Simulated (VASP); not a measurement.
Runs of VASP 6.6.1 on InGa2N3. The structure is that of space group Cmc2_1 (No. 36), or close to it. The cells are those of the table. 

```tsv
cell	gap on the mesh (eV)	pressure (GPa)	largest force (eV/Å)
a = 5.604, b = 5.604, c = 5.400 Å, angles 90.0, 90.0, 60.0°, 12 atoms	1.06	5.4	(c)
a = 5.489, b = 5.489, c = 5.464 Å, angles 90.0, 90.0, 60.0°, 12 atoms	(b)	11.5	0.45
a = 5.489, b = 5.489, c = 5.466 Å, angles 90.0, 90.0, 60.0°, 12 atoms	0.99	10.8	0.04
a = 5.661, b = 5.661, c = 5.281 Å, angles 90.0, 90.0, 59.9°, 12 atoms	(a)	5.4	0.04
```

Alike in all rows: task single point; level PBEsol; potentials or basis VASP PAW PBE potentials, release 64 (In_d, Ga_d, N); no spin polarisation; k mesh 6 × 6 × 6; cutoff (eV) 520; smearing gaussian 0.02 eV.

Question: Estimate the missing entries.

Answer: (a) 1.15; (b) 1.03; (c) 0.38.

Caveats: the PAW data sets were made with another functional, which shifts forces and pressure a little; spin-orbit coupling is left out, which moves the levels of the heavy elements.

A k mesh can miss the band edges, and the runs leave out spin-orbit coupling on Ga, In.
